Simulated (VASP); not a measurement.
Write the native input for VASP 6.6.1 that does the following.

```yaml
Task: single point
Functional: PBE
Potentials_or_basis: VASP PAW PBE potentials, release 64 (Al, B, As)
Cutoff: 520 eV
k_mesh: 3 × 3 × 4
Occupations: gaussian, width 0.1 eV
Spin: no spin polarisation
Dipole_correction: no
Further_INCAR_settings: ALGO = Normal; EDIFF = 1e-06; NBANDS = 36
```

The structure of Al5BAs6 lies in POSCAR:

```
Al5BAs6
1.0
    6.5321828800      0.0000000000      0.0000000000
   -3.2660914400      5.6570363200      0.0000000000
    0.0000000000      0.0000000000      6.1981039400
Al B As
5 1 6
Direct
    0.6666666700      0.3333333300      0.0006830000
    0.3333333300      0.6666666700      0.0006830000
    0.0000000000      0.3333333300      0.5006830000
    0.6666666700      0.6666666700      0.5006830000
    0.3333333300      0.0000000000      0.5006830000
    0.0000000000      0.0000000000      0.0006830000
    0.6666666700      0.3333333300      0.3753170100
    0.3333333300      0.6666666700      0.3753170100
    0.0000000000      0.0000000000      0.3753170100
    0.0000000000      0.3333333300      0.8753170100
    0.6666666700      0.6666666700      0.8753170100
    0.3333333300      0.0000000000      0.8753170100
```

The input as run:

INCAR

```
ALGO     = Normal         # electronic algorithm
EDIFF    = 1E-6           # SCF threshold, eV
ENCUT    = 520            # plane-wave cutoff, eV
GGA      = PE             # functional
ISIF     = 2              # what is computed and relaxed
ISMEAR   = 0              # smearing method
LASPH    = T              # aspherical terms in the spheres
LCHARG   = T              # write CHGCAR
LELF     = T              # ELF
LREAL    = F              # projectors in reciprocal space
LVHAR    = T            
LWAVE    = F              # write WAVECAR
NBANDS   = 36             # bands
NELM     = 60             # most SCF steps
PREC     = Accurate       # precision mode
SIGMA    = 0.1            # smearing width, eV
```

KPOINTS

```
k-points
0
Gamma
  3 3 4
```

Potentials or basis: VASP PAW PBE potentials, release 64 (Al, B, As).

Run with:

```sh
$ cat potpaw_PBE.64/Al/POTCAR potpaw_PBE.64/B/POTCAR potpaw_PBE.64/As/POTCAR > POTCAR
$ mpirun -np 1 vasp_std > vasp.out
```

It gave:

```
Pressure               : 15.2 GPa
Largest force          : 2.965 eV/Å
Band gap on the k mesh : 0.90 eV (least direct gap 1.75 eV)
```

Caveat: the cell stands under pressure; an odd mesh through Γ misses points on the zone boundary, where band edges can lie; forces of over 1 eV/Å act on the atoms, so gaps and moduli don't describe the material at rest.

Run time: 47 s on 1 thread of Intel(R) Xeon(R) 6975P-C (Granite Rapids), on a shared host, peak memory 0.36 GiB.
